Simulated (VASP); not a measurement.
A run of VASP 6.6.1 is set up as follows.

File INCAR:

```
PREC = Accurate ; ENCUT = 500
EDIFF = 1E-6 ; ISMEAR = 0
SIGMA = 0.01 ; LREAL = F
LASPH = T ; NELM = 120
ALGO = Normal ; ISIF = 2
LWAVE = F ; LCHARG = F
GGA = PE ; NBANDS = 16
GGA_COMPAT = F
```

Contents of KPOINTS:

```
regular mesh
0
Gamma
  3 3 3
```

POSCAR

```
CdTe
1.0
    0.0000000000      3.2050000000      3.2050000000
    3.2050000000      0.0000000000      3.2050000000
    3.2050000000      3.2050000000      0.0000000000
Cd Te
1 1
Direct
    0.0000000000      0.0000000000      0.0000000000
    0.2500000000      0.2500000000      0.2500000000
```

Potentials or basis: VASP PAW PBE potentials, release 64 (Cd, Te).

Command:

```sh
$ cat potpaw_PBE.64/Cd/POTCAR potpaw_PBE.64/Te/POTCAR > POTCAR
$ mpirun -np 1 vasp_std > vasp.out
```

(1) Predict the pressure.

(2) What does it give for the band gap on the k mesh?

Results:

(1) 5.3 GPa.

(2) 0.84 eV, direct.

Caveat: the k points lie up to 0.57 Å⁻¹ apart; spin-orbit coupling is left out, which moves the levels of the heavy elements.
